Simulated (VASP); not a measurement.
Wanted: the native input for a VASP 6.6.1 run.

- Task: single point
- Functional: PBE
- Potentials or basis: VASP PAW PBE potentials, release 64 (Hf_pv, Te)
- Cutoff: 520 eV
- k mesh: 3 × 3 × 4
- Occupations: gaussian, width 0.1 eV
- Spin: no spin polarisation
- Dipole correction: no
- Further INCAR settings: ALGO = Fast; EDIFF = 1e-06; NBANDS = 37

The structure of Hf5Te lies in POSCAR:

```
Hf5Te
1.0
    5.8847126300      0.0000000000      0.0000000000
   -2.9423563100      5.0963106300      0.0000000000
    0.0000000000      0.0000000000      4.6510411700
Hf Te
5 1
Direct
    0.5000000000      0.0000000000      0.5000000000
    0.5000000000      0.5000000000      0.5000000000
    0.0000000000      0.5000000000      0.5000000000
    0.3333333300      0.6666666700      0.0000000000
    0.6666666700      0.3333333300      0.0000000000
    0.0000000000      0.0000000000      0.0000000000
```

The input as run:

INCAR

```
SYSTEM = Hf5Te
ALGO = Fast ; EDIFF = 1E-6
ENCUT = 520 ; GGA = PE
ISIF = 2 ; ISMEAR = 0
LASPH = .True. ; LCHARG = .False.
LREAL = .False. ; LWAVE = .False.
NBANDS = 37 ; NELM = 100
PREC = Accurate ; SIGMA = 0.1
```

KPOINTS

```
k-points
0
Gamma
  3 3 4
  0 0 0
```

Potentials or basis: VASP PAW PBE potentials, release 64 (Hf_pv, Te).

Launch:

```console
$ cat potpaw_PBE.64/Hf_pv/POTCAR potpaw_PBE.64/Te/POTCAR > POTCAR
$ mpirun -np 1 vasp_std > vasp.out
```

It gave:

| Item | Value |
| --- | --- |
| Pressure | 7.0 GPa |
| Band gap on the k mesh | zero (band 28 reaches 6.07 eV, above the bottom of band 29 at 4.70 eV) |

Caveat: the k points lie up to 0.41 Å⁻¹ apart; spin-orbit coupling is left out, which moves the levels of the heavy elements.

Run time: 32 s on 1 thread of Intel(R) Xeon(R) 6975P-C (Granite Rapids), with other jobs on the host, peak memory 0.28 GiB.
